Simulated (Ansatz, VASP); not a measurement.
**NaH in VASP and in Ansatz**

The input POSCAR:

```
NaH
1.0
   -0.2696660593      2.3970316378      2.4389796915
    2.3970316378     -0.2696660593      2.4389796915
    2.1273655785      2.1273655785      0.0000000000
Na H
1 1
Direct
    0.0000000000      0.0000000000      0.0000000000
    0.5000000000      0.5000000000      0.5000000000
```

INCAR.step1

```
PREC = Accurate ; ENCUT = 520
ISMEAR = -1 ; SIGMA = 0.2
LREAL = False ; LASPH = True
NELM = 80 ; NBANDS = 11
GGA = PE ; ALGO = Normal
EDIFF = 1E-4 ; LWAVE = True
LCHARG = False
```

Contents of INCAR.step2:

```
PREC = Accurate ; ENCUT = 520
EDIFF = 1E-7 ; ISMEAR = -1
SIGMA = 0.2 ; LREAL = False
LASPH = True ; NELM = 80
ALGO = Normal ; ISIF = 2
LWAVE = False ; LCHARG = True
METAGGA = R2SCAN ; LMIXTAU = True
LELF = True ; LVHAR = True
NBANDS = 11 ; ISTART = 1
```

File KPOINTS:

```
regular mesh
0
Gamma
  8 8 8
```

Input for Ansatz:

```yaml
crystal:
  lattice:
    - [-0.2696660593, 2.3970316378, 2.4389796915]
    - [2.3970316378, -0.2696660593, 2.4389796915]
    - [2.1273655785, 2.1273655785, 0.0]
  atoms:
    - { symbol: Na, position: [0.0, 0.0, 0.0] }
    - { symbol: H, position: [0.5, 0.5, 0.5] }
basis:
  ecutwfc: 520.0
kpoints:
  mp_grid: { grid: [8, 8, 8] }
hamiltonian:
  xc: r2scan
scf:
  occupations: { method: fermi_dirac, width: 0.2 }
output:
  forces: true
  stress: true
  eigenvalues: true
```

Change from the starting cell: engineering shear strain xy -0.2250, normal strain along z +0.0175.

Alike in both runs: task single point; functional r2SCAN; k mesh 8 × 8 × 8; occupations fermi-dirac, width 0.2 eV; no spin polarisation.

|  | VASP | Ansatz |
| --- | --- | --- |
| version | VASP 6.6.1 | Ansatz 0.2.0 |
| potentials or method | VASP PAW PBE potentials, release 64 (Na_pv, H), cutoff 520 eV | scalar-relativistic, plane waves, PAW |
| valence electrons in the cell | 8 | 10 |

```csv
,VASP,Ansatz,Ansatz less VASP
gap on the k mesh at the Fermi level (eV),3.50,3.49,-0.017
least direct gap on the mesh (eV),5.02,5.02,+0.003
pressure (GPa),-0.4,-0.2,+0.23
"traceless stress, the component that is largest in VASP (GPa)",5.79,5.80,+0.007
```

VASP's potentials were made for PBE, not for r2SCAN. VASP's potentials hold 8 valence electrons a cell and Ansatz's 10, so a difference there can come from the potentials and not from the codes.
